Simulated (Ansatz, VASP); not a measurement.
## BaAs2Ru2 in VASP and in Ansatz

```
Ba As Ru
1.0
    -2.05686    2.05686    5.96481
     2.05686   -2.05686    5.96481
     2.05686    2.05686   -5.96481
Ba As Ru
1 2 2
Direct
  0.00000 0.00000 0.00000
  0.64753 0.64753 0.00000
  0.35247 0.35247 0.00000
  0.75000 0.25000 0.50000
  0.25000 0.75000 0.50000
```

Alike in both runs: functional LDA; k mesh 12 × 12 × 12; occupations gaussian, width 0.1 eV; no spin polarisation.

Ansatz relaxed the structure, and its values are those at the end. VASP's run is a single point on that final structure, the one shown.

|  | VASP | Ansatz |
| --- | --- | --- |
| version | VASP 6.6.1 | Ansatz 0.2.0 |
| potentials or method | VASP PAW LDA potentials, release 64 (Ba_sv, As, Ru_pv), cutoff 500 eV | scalar-relativistic, plane waves, PAW |
| valence electrons in the cell | 48 | 72 |

```csv
,VASP,Ansatz,Ansatz less VASP
gap on the k mesh at the Fermi level (eV),none,none,-
pressure (GPa),1.1,0.0,-1.06
rms of the force components (eV/Å),0.010,0.000,-0.0096
```

LDA's correlation is that of Perdew and Zunger in VASP and of Perdew and Wang (1992) in Ansatz. A gap of «none» marks a metal or a gap that the smearing closes. VASP's potentials hold 48 valence electrons a cell and Ansatz's 72, so a difference there can come from the potentials and not from the codes.

Spin-orbit coupling is off throughout.
